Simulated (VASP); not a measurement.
Crystal: NbP.

```xyz
4
Lattice="-1.6749 1.6749 5.7401 1.6749 -1.6749 5.7401 1.6749 1.6749 -5.7401" Properties=species:S:1:pos:R:3 pbc="T T T"
Nb    1.6749    0.0000    2.8687
Nb    0.0000    0.0000    5.7387
P     0.0000    1.6749    3.8200
P     0.0000    0.0000    0.9500
```

| Property | Result |
| --- | --- |
| Program | VASP 6.6.1 |
| Task | relaxation of cell and atoms |
| Functional | PBEsol |
| Potentials or basis | VASP PAW PBE potentials, release 64 (Nb_sv, P) |
| Cutoff | 600 eV |
| k mesh | 11 × 11 × 11 |
| Occupations | fermi-dirac, width 0.05 eV |
| Spin | no spin polarisation |
| Hubbard terms | Nb d U = 2.0 eV |

At the start: pressure -3.6 GPa; volume 16.10 Å³/atom.

Task: Where does the relaxation end?

Result: Over 7 steps the energy falls by 3.6 meV/atom and the volume is 15.80 Å³/atom (-1.9 %); space group I4_1md (No. 109, to 0.1 Å) before and after.

The path:
```
step  energy change (eV)  largest force (eV/Å)  pressure (GPa)  volume (Å³)
   1              0.0000                0.0111           -3.59        64.41
   2              0.0330                0.0361            7.35        61.10
   3             -0.0137                0.0189           -0.01        63.23
   4             -0.0137                0.0191            0.07        63.20
   5             -0.0143                0.0253            0.05        63.18
   6             -0.0144                0.0280            0.04        63.17
   7             -0.0145                0.0050           -0.07        63.21
```

Final structure:
```xyz
4
Lattice="-1.6680 1.6680 5.6799 1.6680 -1.6680 5.6799 1.6680 1.6680 -5.6799" Properties=species:S:1:pos:R:3 pbc="T T T"
Nb    1.6680    0.0000    2.8413
Nb    1.6680    1.6680    0.0014
P     0.0000    1.6680    3.7772
P     0.0000    0.0000    0.9373
```

Caveat: the PAW data sets were made with another functional, which shifts forces and pressure a little; the U is typed as a test and isn't derived for this compound.
